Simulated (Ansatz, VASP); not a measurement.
## Two plane-wave programs on C

```
CELL_PARAMETERS angstrom
0.00000 1.78337 1.76554
1.78337 0.00000 1.76554
1.78337 1.78337 0.00000
ATOMIC_POSITIONS crystal
C 0.75000 0.75000 0.75000
C 0.50000 0.50000 0.50000
```

Alike in both runs: task single point; functional PBEsol; k mesh 11 × 11 × 11; occupations fermi-dirac, width 0.05 eV; no spin polarisation.

|  | VASP | Ansatz |
| --- | --- | --- |
| version | VASP 6.6.1 | Ansatz 0.2.0 |
| potentials or method | VASP PAW PBE potentials, release 64 (C) | Ansatz PAW |
| plane-wave cutoff (eV) | 600 | 420 |
| valence electrons in the cell | 8 | 8 |

|  | VASP | Ansatz | Ansatz less VASP |
| --- | --- | --- | --- |
| gap on the k mesh at the Fermi level (eV) | 3.77 | 3.77 | +0.006 |
| least direct gap on the mesh (eV) | 5.39 | 5.39 | +0.001 |
| pressure (GPa) | 0.1 | -0.4 | -0.44 |
| traceless stress, the component that is largest in VASP (GPa) | 6.16 | 6.16 | -0.001 |

VASP's potentials were made for PBE, not for PBEsol.

Noted on Ansatz's run: Pulay correction over one GPa; odd divisions of the mesh miss points on the zone boundary, where band edges often lie, so the gap on the mesh can be too wide.
